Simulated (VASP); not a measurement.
Input of a VASP 6.6.1 run:

INCAR

```
SYSTEM = CoO
PREC = Accurate
ENCUT = 700
EDIFF = 1E-6
ISMEAR = 0
SIGMA = 0.1
LREAL = .False.
LASPH = .True.
NELM = 200
ALGO = Normal
ISIF = 2
LWAVE = .False.
LCHARG = .False.
ISPIN = 2
MAGMOM = 2.64 0.26
LORBIT = 11
LMAXMIX = 4
LDAU = .True.
LDAUTYPE = 2
LDAUL = 2 -1
LDAUU = 3.32 0
LDAUJ = 0 0
LDAUPRINT = 1
GGA = PE
NBANDS = 22
GGA_COMPAT = .False.
```

File KPOINTS:

```
regular mesh
0
Gamma
  8 8 8
  0 0 0
```

File POSCAR:

```
CoO
1.0
    0.0000000000      2.3176680284      2.3176680284
    2.3176680284      0.0000000000      2.3176680284
    2.3176680284      2.3176680284      0.0000000000
Co O
1 1
Direct
    0.0000000000      0.0000000000      0.0000000000
    0.2500000000      0.2500000000      0.2500000000
```

Potentials or basis: VASP PAW PBE potentials, release 64 (Co_sv, O).

The run is started by

```bash
$ cat potpaw_PBE.64/Co_sv/POTCAR potpaw_PBE.64/O/POTCAR > POTCAR
$ mpirun -np 1 vasp_std > vasp.out
```

Problem. What does it give for the site moments?

Solution. Co +2.62; O +0.18 μB.

Problem. Estimate the net moment.

Solution. 3.00 μB per cell.

Problem. Predict the pressure.

Solution. -1.0 GPa.

Problem. Estimate the band gap on the k mesh.

Solution. 0.41 eV.

Eigenvalues of the final occupation matrices:
| site | spin | trace | eigenvalues |
| --- | --- | --- | --- |
| site 1 d | 1 | 4.65 | 0.92 0.92 0.93 0.93 0.93 |
| site 1 d | 2 | 2.06 | 0.08 0.08 0.08 0.90 0.90 |

Caveat: a cell with one magnetic atom can't hold antiferromagnetic order, which such compounds often take. The state reached can hang on the start; a lower one may exist.
